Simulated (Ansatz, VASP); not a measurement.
## One calculation of CrSi6Mo2, two programs

INCAR

```
PREC     = Accurate       # precision mode
ENCUT    = 520            # plane-wave cutoff, eV
EDIFF    = 1E-6           # SCF threshold, eV
ISMEAR   = 0              # smearing method
SIGMA    = 0.2            # smearing width, eV
LREAL    = F              # projectors in reciprocal space
LASPH    = T              # aspherical terms in the spheres
NELM     = 100            # most SCF steps
ALGO     = Normal         # electronic algorithm
ISIF     = 2              # what is computed and relaxed
LWAVE    = F              # write WAVECAR
LCHARG   = F              # write CHGCAR
GGA      = PE             # functional
NBANDS   = 42             # bands
```

KPOINTS

```
Automatic mesh
0
Gamma
  8 8 8
```

Contents of POSCAR:

```
CrSi6Mo2
1.0
   -3.1809778000      0.0000000000      0.0000000000
   -1.5904889000     -3.8830397000      4.7608827000
   -1.5904889000      3.8830397000      4.7608827000
Cr Si Mo
1 6 2
Direct
    0.5000000000      0.5000000000      0.5000000000
    0.1621160000      0.4997600000      0.1760080000
    0.5000000000      0.1694340000      0.8305660000
    0.8378840000      0.8239920000      0.5002400000
    0.1621160000      0.1760080000      0.4997600000
    0.5000000000      0.8305660000      0.1694340000
    0.8378840000      0.5002400000      0.8239920000
    0.1665880000      0.8334120000      0.8334120000
    0.8334120000      0.1665880000      0.1665880000
```

Input for Ansatz:

```yaml
crystal:
  lattice:
    - [-3.1809778, 0.0, 0.0]
    - [-1.5904889, -3.8830397, 4.7608827]
    - [-1.5904889, 3.8830397, 4.7608827]
  atoms:
    - { symbol: Cr, position: [0.5, 0.5, 0.5] }
    - { symbol: Si, position: [0.162116, 0.49976, 0.176008] }
    - { symbol: Si, position: [0.5, 0.169434, 0.830566] }
    - { symbol: Si, position: [0.837884, 0.823992, 0.50024] }
    - { symbol: Si, position: [0.162116, 0.176008, 0.49976] }
    - { symbol: Si, position: [0.5, 0.830566, 0.169434] }
    - { symbol: Si, position: [0.837884, 0.50024, 0.823992] }
    - { symbol: Mo, position: [0.166588, 0.833412, 0.833412] }
    - { symbol: Mo, position: [0.833412, 0.166588, 0.166588] }
basis:
  ecutwfc: 420
kpoints:
  mp_grid: { grid: [8, 8, 8] }
hamiltonian:
  xc: pbe
scf:
  occupations: { method: gaussian, width: 0.2 }
  lower_state_search: "off"
output:
  forces: true
  stress: true
  eigenvalues: true
```

Alike in both runs: task single point; functional PBE; k mesh 8 × 8 × 8; occupations gaussian, width 0.2 eV; no spin polarisation.

|  | VASP | Ansatz |
| --- | --- | --- |
| version | VASP 6.6.1 | Ansatz 0.2.0 |
| potentials or method | VASP PAW PBE potentials, release 64 (Cr_pv, Si, Mo_sv), cutoff 520 eV | scalar-relativistic, plane waves, PAW |
| valence electrons in the cell | 64 | 66 |

Ansatz gave:

| Quantity | Value |
| --- | --- |
| gap on the k mesh at the Fermi level (eV) | none |
| pressure (GPa) | 0.0 |
| rms of the force components (eV/Å) | 0.002 |

Question: Estimate VASP's values.

Answer: gap on the k mesh at the Fermi level (eV): none; pressure (GPa): 0.1; rms of the force components (eV/Å): 0.006.

Atom by atom the forces differ by 0.005 eV/Å (rms over components). A gap of «none» marks a metal or a gap that the smearing closes. The functional is the same, so the differences come from potentials, cutoffs and numerics. VASP's potentials hold 64 valence electrons a cell and Ansatz's 66, so a difference there can come from the potentials and not from the codes.
